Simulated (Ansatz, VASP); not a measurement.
# CdF2: VASP beside Ansatz

INCAR

```
SYSTEM = CdF2
PREC = Accurate ; ENCUT = 520
EDIFF = 1E-6 ; ISMEAR = 0
SIGMA = 0.05 ; LREAL = .False.
LASPH = .True. ; NELM = 100
ALGO = Normal ; ISIF = 2
LWAVE = .False. ; LCHARG = .False.
GGA = PE ; NBANDS = 20
```

Contents of KPOINTS:

```
regular mesh
0
Gamma
  8 8 8
  0 0 0
```

Contents of POSCAR:

```
CdF2
1.0
    0.0000000000      2.6940000000      2.6940000000
    2.6940000000      0.0000000000      2.6940000000
    2.6940000000      2.6940000000      0.0000000000
Cd F
1 2
Direct
    0.0139198218     -0.0139198218      0.0139198218
    0.2500000000      0.2500000000      0.2500000000
    0.7500000000      0.7500000000      0.7500000000
```

Input for Ansatz:

```yaml
crystal:
  lattice:
    - [0.0, 2.694, 2.694]
    - [2.694, 0.0, 2.694]
    - [2.694, 2.694, 0.0]
  atoms:
    - { symbol: Cd, position: [0.0139198218, -0.0139198218, 0.0139198218] }
    - { symbol: F, position: [0.25, 0.25, 0.25] }
    - { symbol: F, position: [0.75, 0.75, 0.75] }
basis:
  ecutwfc: 420
kpoints:
  mp_grid: { grid: [8, 8, 8] }
hamiltonian:
  xc: pbe
scf:
  occupations: { method: gaussian, width: 0.05 }
output:
  forces: true
  stress: true
  eigenvalues: true
```

Change from the starting cell: all Cd atoms moved +0.075 Å, as atom 1 along Cartesian [0 1 0].

Alike in both runs: task single point; functional PBE; k mesh 8 × 8 × 8; occupations gaussian, width 0.05 eV; no spin polarisation.

|  | VASP | Ansatz |
| --- | --- | --- |
| version | VASP 6.6.1 | Ansatz 0.2.0 |
| potentials or method | VASP PAW PBE potentials, release 64 (Cd, F), cutoff 520 eV | scalar-relativistic, plane waves, PAW |
| valence electrons in the cell | 26 | 34 |

|  | VASP | Ansatz | Ansatz less VASP |
| --- | --- | --- | --- |
| gap on the k mesh at the Fermi level (eV) | 3.06 | 3.10 | +0.033 |
| least direct gap on the mesh (eV) | 3.57 | 3.60 | +0.031 |
| pressure (GPa) | 6.5 | 5.8 | -0.77 |
| traceless stress, the component that is largest in VASP (GPa) | -0.19 | -0.16 | +0.022 |
| rms of the force components (eV/Å) | 0.180 | 0.163 | -0.0173 |

Atom by atom the forces differ by 0.017 eV/Å (rms over components). VASP's potentials hold 26 valence electrons a cell and Ansatz's 34, so a difference there can come from the potentials and not from the codes.
